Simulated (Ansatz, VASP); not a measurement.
**Sb in VASP and in Ansatz**

File INCAR:

```
PREC = Accurate
ENCUT = 520
EDIFF = 1E-7
ISMEAR = -1
SIGMA = 0.1
LREAL = False
LASPH = True
NELM = 80
ALGO = Normal
ISIF = 2
LWAVE = False
LCHARG = False
GGA = RP
NBANDS = 18
```

KPOINTS

```
Automatic mesh
0
Gamma
  12 12 3
```

Contents of POSCAR:

```
Sb
1.0
    3.3671252294      0.0000000000      0.0000000000
   -1.6835626147      2.9160159864      0.0000000000
    0.0000000000      0.0000000000     11.4324496523
Sb
4
Direct
    1.0000000000      1.0000000000      0.0000000000
    1.0000000000      1.0000000000      0.5000000000
    0.3333333333      0.6666666667      0.2500000000
    0.6666666667      0.3333333333      0.7500000000
```

Input for Ansatz:

```yaml
crystal:
  lattice:
    - [3.3671252294, 0.0, 0.0]
    - [-1.6835626147, 2.9160159864, 0.0]
    - [0.0, 0.0, 11.4324496523]
  atoms:
    - { symbol: Sb, position: [1.0, 1.0, 0.0] }
    - { symbol: Sb, position: [1.0, 1.0, 0.5] }
    - { symbol: Sb, position: [0.3333333333, 0.6666666667, 0.25] }
    - { symbol: Sb, position: [0.6666666667, 0.3333333333, 0.75] }
hamiltonian:
  xc: rpbe
  pseudopotentials:
    kind: paw
    azcp:
      Sb: "pseudopotentials/Sb.paw.azcp"
basis:
  ecutwfc: 420
  fft_grid_basis: typed
kpoints:
  mp_grid: { grid: [12, 12, 3], shift: [0, 0, 0] }
magnetization:
  spin_polarized: false
scf:
  occupations: { method: fermi_dirac, width: 0.1 }
  lower_state_search: "off"
output:
  stress: true
  write_density: true
  write_potential: true
  elf: true
  volumetric_format: npy
```

Alike in both runs: task single point; functional RPBE; k mesh 12 × 12 × 3; occupations fermi-dirac, width 0.1 eV; no spin polarisation.

|  | VASP | Ansatz |
| --- | --- | --- |
| version | VASP 6.6.1 | Ansatz 0.2.0 |
| potentials or method | VASP PAW PBE potentials, release 64 (Sb), cutoff 520 eV | plane waves (420 eV) with PAW, scalar-relativistic |
| valence electrons in the cell | 20 | 60 |

Ansatz gave:

| Item | Value |
| --- | --- |
| pressure (GPa) | 0.2 |
| traceless stress, the component that is largest in VASP (GPa) | -0.29 |

**Question.** Which values does VASP return?

**Answer.** Pressure (GPa): 0.0; traceless stress, the component that is largest in VASP (GPa): -0.28.

VASP's potentials were made for PBE, not for RPBE. The functional is the same, so the differences come from potentials, cutoffs and numerics. VASP's potentials hold 20 valence electrons a cell and Ansatz's 60, so a difference there can come from the potentials and not from the codes.

Spin-orbit coupling is off throughout.
